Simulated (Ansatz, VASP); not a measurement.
**NaI: VASP beside Ansatz**

```
Na I
1.0
     0.00000    3.28495    3.33349
     3.28495    0.00000    3.33349
     3.28495    3.28495    0.00000
Na I
1 1
Direct
  0.00000 0.00000 0.00000
  0.50000 0.50000 0.50000
```

Change from the starting cell: strain +0.015 along x and y, +0.030 along z, atoms carried along.

Alike in both runs: task single point; functional r2SCAN; k mesh 6 × 6 × 6; occupations gaussian, width 0.05 eV; no spin polarisation.

|  | VASP | Ansatz |
| --- | --- | --- |
| version | VASP 6.6.1 | Ansatz 0.2.0 |
| potentials or method | VASP PAW PBE potentials, release 64 (Na_pv, I), cutoff 520 eV | scalar-relativistic, plane waves, PAW |
| valence electrons in the cell | 14 | 26 |

|  | VASP | Ansatz | Ansatz less VASP |
| --- | --- | --- | --- |
| gap on the k mesh at the Fermi level (eV) | 4.25 | 4.25 | -0.009 |
| least direct gap on the mesh (eV) | 4.25 | 4.25 | -0.009 |
| pressure (GPa) | -1.0 | -0.9 | +0.05 |
| traceless stress, the component that is largest in VASP (GPa) | -0.19 | -0.18 | +0.014 |

VASP's potentials were made for PBE, not for r2SCAN. With one functional, cell and mesh, what is left measures potentials, basis and numerics. VASP's potentials hold 14 valence electrons a cell and Ansatz's 26, so a difference there can come from the potentials and not from the codes.

Spin-orbit coupling is off throughout.
